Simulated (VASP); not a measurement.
Write the native input for VASP 6.6.1 that does the following.

* Task: single point
* Functional: revPBE
* Potentials or basis: VASP PAW PBE potentials, release 64 (Zn)
* Cutoff: 520 eV
* k mesh: 15 × 15 × 4
* Occupations: fermi-dirac, width 0.1 eV
* Spin: no spin polarisation
* Dipole correction: no
* Further INCAR settings: ALGO = Normal; EDIFF = 1e-06; NBANDS = 32

The structure of Zn lies in POSCAR:

```
Zn
1.0
    2.6120315594      0.0000000000      0.0000000000
   -1.3060157797      2.2620856859      0.0000000000
    0.0000000000      0.0000000000      9.7825059383
Zn
4
Direct
    1.0000000000      1.0000000000      0.0000000000
    0.0000000000      0.0000000000      0.5000000000
    0.3333333333      0.6666666667      0.2500000000
    0.6666666667      0.3333333333      0.7500000000
```

This cell differs from its parent crystal: volume scaled by 0.92.

These files were run (other wordings do the same):

INCAR

```
SYSTEM = Zn
PREC     = Accurate       ! precision mode
ENCUT    = 520            ! plane-wave cutoff, eV
EDIFF    = 1E-6           ! SCF threshold, eV
ISMEAR   = -1             ! smearing method
SIGMA    = 0.1            ! smearing width, eV
LREAL    = .FALSE.        ! projectors in reciprocal space
LASPH    = .TRUE.         ! aspherical terms in the spheres
NELM     = 100            ! most SCF steps
ALGO     = Normal         ! electronic algorithm
ISIF     = 2              ! what is computed and relaxed
LWAVE    = .FALSE.        ! write WAVECAR
LCHARG   = .FALSE.        ! write CHGCAR
GGA      = RE             ! functional
NBANDS   = 32             ! bands
```

KPOINTS

```
Automatic mesh
0
G
  15 15 4
  0 0 0
```

Potentials or basis: VASP PAW PBE potentials, release 64 (Zn).

Run with:

```bash
$ cat potpaw_PBE.64/Zn/POTCAR > POTCAR
$ mpirun -np 1 vasp_std > vasp.out
```

Results of the run:

- Pressure: 7.3 GPa
- Band gap on the k mesh: zero (band 24 reaches 5.37 eV, above the bottom of band 25 at 0.51 eV)

Caveat: the PAW data sets were made with another functional, which shifts forces and pressure a little.

Wall time 51 s on 1 thread of Intel(R) Xeon(R) 6975P-C (Granite Rapids) (shared host), peak memory 0.24 GiB.
